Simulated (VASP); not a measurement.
Write the native input for VASP 6.6.1 that does the following.

| Item | Value |
| --- | --- |
| Task | single point |
| Functional | LDA |
| Potentials or basis | VASP PAW LDA potentials, release 64 (Cd, O) |
| Cutoff | 520 eV |
| k mesh | 2 × 2 × 1 |
| Occupations | fermi-dirac, width 0.05 eV |
| Spin | no spin polarisation |
| Dipole correction | no |
| Further INCAR settings | LREAL = Auto; ALGO = Normal; EDIFF = 1e-06; NBANDS = 92 |

The structure of Cd9O8 lies in POSCAR:

```
Cd9O8
1.0
    6.6892300000      0.0000000000      0.0000000000
    3.3446150000      5.7930430000      0.0000000000
    0.0000000000      0.0000000000     15.0963000000
Cd O
9 8
Direct
    0.0000000000      0.0000000000      0.0662413969
    0.0000007345      0.4999962887      0.0662413969
    0.4999977576      0.0000000000      0.0662413969
    0.4999984921      0.4999962887      0.0662413969
    0.5608626125      0.5981139791      0.3234103721
    0.5581456863      0.1975818236      0.2701854097
   -0.0309333427      0.7168598610      0.2721792757
    0.1774666109      0.1244941562      0.2534462087
    0.2632582622      0.2770737245      0.4163006829
    0.2785323726      0.8633976996      0.1528983923
    0.4303315145      0.2789898159      0.1422666481
    0.8253289433      0.8020309879      0.1298861310
    0.8125481189      0.3675097872      0.0838086154
   -0.0829504581      0.4606732593      0.3203831402
   -0.0742932094      0.0431034260      0.3146333870
    0.2974180777      0.5276846728      0.3473301405
    0.4527992565      0.9971615954      0.3491650272
```

The input as run:

INCAR

```
SYSTEM = Cd9O8
PREC     = Accurate       ! precision mode
ENCUT    = 520            ! plane-wave cutoff, eV
EDIFF    = 1E-6           ! SCF threshold, eV
ISMEAR   = -1             ! smearing method
SIGMA    = 0.05           ! smearing width, eV
LREAL    = Auto         
LASPH    = .TRUE.         ! aspherical terms in the spheres
NELM     = 100            ! most SCF steps
ALGO     = Normal         ! electronic algorithm
ISIF     = 2              ! what is computed and relaxed
LWAVE    = .FALSE.        ! write WAVECAR
LCHARG   = .TRUE.         ! write CHGCAR
GGA      = CA             ! functional
LELF     = .TRUE.         ! ELF
LVHAR    = .TRUE.       
NBANDS   = 92             ! bands
```

KPOINTS

```
regular mesh
0
G
  2 2 1
  0 0 0
```

Potentials or basis: VASP PAW LDA potentials, release 64 (Cd, O).

Command:

```sh
$ cat potpaw_LDA.64/Cd/POTCAR potpaw_LDA.64/O/POTCAR > POTCAR
$ mpirun -np 1 vasp_std > vasp.out
```

It gave:

| Quantity | Value |
| --- | --- |
| Largest force | 6.110 eV/Å |
| Band gap on the k mesh | 0.12 eV |

Caveat: the k points lie up to 0.54 Å⁻¹ apart; the atoms stand as in a frame of molecular dynamics; there is no dipole correction, which matters where the two faces differ; semilocal functionals underestimate gaps, and a narrow one can read as zero.

Wall time 5.6 min on 1 thread of Intel(R) Xeon(R) Platinum 8488C (Sapphire Rapids), with other jobs on the host, peak memory 0.52 GiB.
